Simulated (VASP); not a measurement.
Set up this calculation in VASP 6.6.1, as the native input.

```
Task                   : electric field gradients
Functional             : PBE
Potentials or basis    : VASP PAW PBE potentials, release 64 (Cs_sv, Br)
Cutoff                 : 400 eV
k mesh                 : 6 × 6 × 6
Occupations            : fermi-dirac, width 0.02 eV
Spin                   : no spin polarisation
Dipole correction      : no
Further INCAR settings : ALGO = Normal; EDIFF = 1e-08; NBANDS = 15
```

The structure of CsBr lies in POSCAR:

```
CsBr
1.0
    4.2819260788      0.0000000000      0.0000000000
    0.0000000000      4.2819260788      0.0000000000
    0.0000000000      0.0000000000      4.2819260788
Cs Br
1 1
Direct
    0.0000000000      0.0000000000      0.0000000000
    0.5000000000      0.5000000000      0.5000000000
```

These files were run (other wordings do the same):

INCAR

```
SYSTEM = CsBr
PREC     = Accurate       ! precision mode
ENCUT    = 400            ! plane-wave cutoff, eV
EDIFF    = 1E-8           ! SCF threshold, eV
ISMEAR   = -1             ! smearing method
SIGMA    = 0.02           ! smearing width, eV
LREAL    = .FALSE.        ! projectors in reciprocal space
LASPH    = .TRUE.         ! aspherical terms in the spheres
NELM     = 120            ! most SCF steps
ALGO     = Normal         ! electronic algorithm
ISIF     = 2              ! what is computed and relaxed
LWAVE    = .FALSE.        ! write WAVECAR
LCHARG   = .FALSE.        ! write CHGCAR
GGA      = PE             ! functional
LEFG     = .TRUE.       
NBANDS   = 15             ! bands
GGA_COMPAT= .FALSE.
```

KPOINTS

```
Automatic mesh
0
G
  6 6 6
  0 0 0
```

Potentials or basis: VASP PAW PBE potentials, release 64 (Cs_sv, Br).

The run is started by

```bash
$ cat potpaw_PBE.64/Cs_sv/POTCAR potpaw_PBE.64/Br/POTCAR > POTCAR
$ mpirun -np 1 vasp_std > vasp.out
```

It gave:

```
Pressure                                : 1.1 GPa
Band gap on the k mesh                  : 4.53 eV
Largest electric field gradient by atom : zero within the noise of the run
```

Caveat: spin-orbit coupling is left out, which moves the levels of the heavy elements.

It took 30 s on 1 thread of Intel Xeon 8259CL (shared host), peak memory 0.16 GiB.
